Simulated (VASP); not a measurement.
# Cu (I4/mmm) in VASP: a series of runs, part 2 of 2

VASP 6.6.1. Earlier steps stand in the parts before.

**4. Single point, PBE**

The input, INCAR:

```
  ALGO = Normal
  EDIFF = 1E-6
  ENCUT = 520
  GGA = PE
  ISIF = 2
  ISMEAR = 0
  LASPH = True
  LCHARG = False
  LREAL = False
  LWAVE = False
  NBANDS = 12
  NELM = 100
  PREC = Accurate
  SIGMA = 0.1
```

The input, KPOINTS:

```
k-points
0
Gamma
  30 30 30
```

The input, POSCAR:

```
Cu
1.0
   -1.2829422171      1.2829422171      1.8153072168
    1.2829422171     -1.2829422171      1.8153072168
    1.2829422171      1.2829422171     -1.8153072168
Cu
1
Direct
    0.5000000000      0.5000000000      0.0000000000
```

Potentials or basis: VASP PAW PBE potentials, release 64 (Cu).

The run is started by

```bash
$ cat potpaw_PBE.64/Cu/POTCAR > POTCAR
$ mpirun -np 1 vasp_std > vasp.out
```

OUTCAR:

```text
EDIFF = 1E-6
   ENCUT = 520
   GGA = PE
   ISIF = 2
   ISMEAR = 0
   LASPH = True
   LREAL = False
   NELM = 100
   PREC = Accurate

 ion  position               nearest neighbor table
   1  0.500  0.500  0.000-

  LATTYP: Found a body centered tetragonal cell.
 ALAT       =     2.5658844342
 C/A-ratio  =     1.4149563344

  Lattice vectors:

 A1 = (  -1.2829422171,   1.2829422171,   1.8153072168)
 A2 = (   1.2829422171,  -1.2829422171,   1.8153072168)
 A3 = (   1.2829422171,   1.2829422171,  -1.8153072168)
[... 538 lines left out ...]
     12      35.3216      0.00000

 [... further k-points ...]

------------------------ aborting loop because EDIFF is reached ----------------------------------------

  FORCE on cell =-STRESS in cart. coord.  units (eV):
  Direction    XX          YY          ZZ          XY          YZ          ZX
  --------------------------------------------------------------------------------------
  -------------------------------------------------------------------------------------
  Total        0.0407170      0.0407170      0.0386117      0.0000000      0.0000000      0.0000000
  in kB        5.4583579      5.4583579      5.1761239      0.0000000      0.0000000      0.0000000
  external PRESSURE =       5.3642799 kB  Pullay stress =       0.0000000 kB

 VOLUME and BASIS-vectors are now :
 -----------------------------------------------------------------------------
  energy-cutoff  :      520.00
  volume of cell :       11.95
      direct lattice vectors                 reciprocal lattice vectors
    -1.282942217  1.282942217  1.815307217     0.000000000  0.389729166  0.275435472
     1.282942217 -1.282942217  1.815307217     0.389729166  0.000000000  0.275435472
     1.282942217  1.282942217 -1.815307217     0.389729166  0.389729166  0.000000000

 POSITION                                       TOTAL-FORCE (eV/Angst)
 -----------------------------------------------------------------------------------
      0.00000      0.00000      1.81531         0.000000     -0.000000      0.000000
 -----------------------------------------------------------------------------------
    total drift:                               -0.000000     -0.000000      0.000000

  FREE ENERGIE OF THE ION-ELECTRON SYSTEM (eV)
  ---------------------------------------------------
  free  energy   TOTEN  =        -3.7288296895 eV

  energy  without entropy=       -3.7276132948  energy(sigma->0) =       -3.72822149
```

OSZICAR:

```text
N       E                     dE             d eps       ncg     rms          rms(c)
DAV:   1     0.425223495927E+02    0.42522E+02   -0.52923E+03 51024   0.153E+03
DAV:   2    -0.339812773984E+01   -0.45920E+02   -0.42482E+02 49492   0.203E+02
DAV:   3    -0.461973069428E+01   -0.12216E+01   -0.12148E+01 55844   0.381E+01
DAV:   4    -0.462691153896E+01   -0.71808E-02   -0.71800E-02 54276   0.260E+00
DAV:   5    -0.462697870639E+01   -0.67167E-04   -0.67166E-04 56580   0.257E-01    0.766E+00
DAV:   6    -0.411777029976E+01    0.50921E+00   -0.14663E+01 57004   0.723E+01    0.399E+00
DAV:   7    -0.374096916350E+01    0.37680E+00   -0.23411E+00 56928   0.288E+01    0.570E-01
DAV:   8    -0.373047497650E+01    0.10494E-01   -0.46332E-03 55340   0.102E+00    0.306E-01
DAV:   9    -0.372882921995E+01    0.16458E-02   -0.10233E-02 59520   0.176E+00    0.301E-02
DAV:  10    -0.372883068201E+01   -0.14621E-05   -0.40864E-05 71060   0.105E-01    0.848E-03
DAV:  11    -0.372882961653E+01    0.10655E-05   -0.89567E-07 41392   0.174E-02    0.277E-04
DAV:  12    -0.372882968951E+01   -0.72985E-07   -0.72726E-08 27812   0.308E-03
   1 F= -.37288297E+01 E0= -.37282215E+01  d E =-.121639E-02
```

Wall time 5.2 min (1 thread of AMD EPYC 7R43 (Zen 3), shared host); peak memory 0.31 GiB.

What came out:

| Item | Value |
| --- | --- |
| Free energy | -3.7288 eV |
| Pressure | 0.5 GPa |

**5. Relaxation of cell and atoms, PBE**

This run uses another cell than the first one, of 11.98 Å³/atom, 1.003 times its volume.

The input, INCAR:

```
PREC = Accurate
ENCUT = 600
EDIFF = 1E-7
ISMEAR = 0
SIGMA = 0.1
LREAL = F
LASPH = T
NELM = 100
ALGO = Normal
ISIF = 3
LWAVE = F
LCHARG = F
GGA = PE
IBRION = 2
NSW = 100
EDIFFG = -0.01
```

The input, KPOINTS:

```
Automatic mesh
0
Gamma
  30 30 30
```

The input, POSCAR:

```
Cu
1.0
   -1.2965863248      1.2965863248      1.7820802941
    1.2965863248     -1.2965863248      1.7820802941
    1.2965863248      1.2965863248     -1.7820802941
Cu
1
Direct
    0.5000000000      0.5000000000      0.0000000000
```

The run is started by

```bash
$ cat potpaw_PBE.64/Cu/POTCAR > POTCAR
$ mpirun -np 1 vasp_std > vasp.out
```

Run time: 17 min. Hardware: 1 thread of AMD EPYC 7R43 (Zen 3), shared host; peak memory 0.36 GiB.

The run converged. Its results:

```yaml
Free_energy: -3.7290 eV
Relaxed_volume: 12.01 Å³/atom
Relaxed_cell: a = 2.571 Å, b = 2.571 Å, c = 2.571 Å, α = 120.02°, β = 120.02°, γ = 89.96°
Space_group_after_relaxing_to_0.05_Å: Fm-3m (No. 225)
Energy_gained_by_relaxing: 1.1 meV/atom
Ionic_steps: 7
Pressure_after_relaxing: -0.1 GPa
```

Step by step:
```
step  energy change (eV)  largest force (eV/Å)  pressure (GPa)  volume (Å³)
   1              0.0000                0.0000            0.24        11.98
   2             -0.0004                0.0000           -0.13        12.01
   3             -0.0007                0.0000           -0.88        12.08
   4             -0.0009                0.0000           -0.64        12.06
   5             -0.0010                0.0000           -0.28        12.03
   6             -0.0009                0.0000            0.51        11.96
   7             -0.0011                0.0000           -0.06        12.01
```

Final structure:
```cif
data_structure
_symmetry_space_group_name_H-M 'P 1'
_symmetry_Int_Tables_number 1
_cell_length_a 2.5705
_cell_length_b 2.5705
_cell_length_c 2.5705
_cell_angle_alpha 120.021
_cell_angle_beta 120.021
_cell_angle_gamma 89.964
_cell_volume 12.01
loop_
_atom_site_label
_atom_site_type_symbol
_atom_site_fract_x
_atom_site_fract_y
_atom_site_fract_z
_atom_site_occupancy
Cu1 Cu 0.50000 0.50000 0.00000 1
```

Levels at points of the mesh, in eV from the Fermi level:
```csv
k point,band 3,band 4,band 5,band 6,band 7,band 8,band 9
"(0.00, 0.00, 0.00)",-3.00,-3.00,-2.20,-2.20,22.44,24.95,24.95
"(0.50, 0.00, 0.00)",-3.03,-1.65,-1.65,-0.98,3.65,20.94,21.80
"(0.50, 0.50, 0.00)",-1.67,-1.51,-1.51,1.49,6.98,12.92,12.93
"(0.50, 0.50, 0.50)",-1.67,-1.51,-1.51,1.48,6.96,12.94,12.94
```

**6. Overview**

| task | cell | cutoff (eV) | gap on the mesh (eV) | pressure (GPa) | relaxed volume (Å³/atom) |
| --- | --- | --- | --- | --- | --- |
| single point | a = 2.566 Å, angles 120.0, 120.0, 90.0°, 1 atom | 520 | none | 0.5 | - |
| relaxation of cell and atoms | relaxed from a = 2.551 Å, angles 118.4, 118.4, 92.7°, 1 atom | 600 | none | 0.1 | 12.00 |
| single point | a = 2.567 Å, angles 120.0, 120.0, 90.0°, 1 atom | 520 | none | 0.5 | - |
| relaxation of cell and atoms | relaxed from a = 2.557 Å, angles 119.1, 119.1, 91.6°, 1 atom | 600 | none | -0.1 | 12.01 |

Alike in all rows: level PBE; potentials or basis VASP PAW PBE potentials, release 64 (Cu); no spin polarisation; k mesh 30 × 30 × 30; smearing gaussian 0.1 eV.

Total energies depend on the potentials used, so only differences within one code and one set of settings carry meaning.
